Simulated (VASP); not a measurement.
GaSb: single point with PBEsol

Crystal: GaSb.

```
Ga Sb
1.0
    -2.75343    2.75343    1.59071
     2.75343   -2.75343    1.59071
     2.75343    2.75343   -1.59071
Ga Sb
1 1
Cartesian
  2.7534 0.0000 0.7954
  0.0000 0.0000 0.0000
```

```
Program             : VASP 6.6.1
Task                : single point
Functional          : PBEsol
Potentials or basis : VASP PAW PBE potentials, release 64 (Ga_d, Sb)
Cutoff              : 500 eV
k mesh              : 5 × 5 × 5
Occupations         : fermi-dirac, width 0.05 eV
Spin                : no spin polarisation
```

```yaml
Pressure: -2.8 GPa
Band_gap_on_the_k_mesh: zero (bands 9 and 10 overlap by 2.67 eV)
```

Stress tensor (GPa, compression positive):
```
-2.87  0.00  0.00
 0.00 -2.87  0.00
 0.00  0.00 -2.65
```

Levels at points of the mesh, in eV from the Fermi level:
```csv
k point,band 6,band 7,band 8,band 9,band 10,band 11,band 12,band 13
"(0.00, 0.00, 0.00)",-12.09,-3.06,-1.98,-1.98,3.28,4.82,6.98,6.98
```

Run time: 11 s on 1 thread of Intel(R) Xeon(R) Platinum 8259CL CPU @ 2.50GHz (Skylake/Cascade Lake), with other jobs on the host, peak memory 0.18 GiB.

Caveat: the k points lie up to 0.46 Å⁻¹ apart, too coarse for converged energies and pressures of a metal; the PAW data sets were made with another functional, which shifts forces and pressure a little; spin-orbit coupling is left out, which moves the levels of the heavy elements.
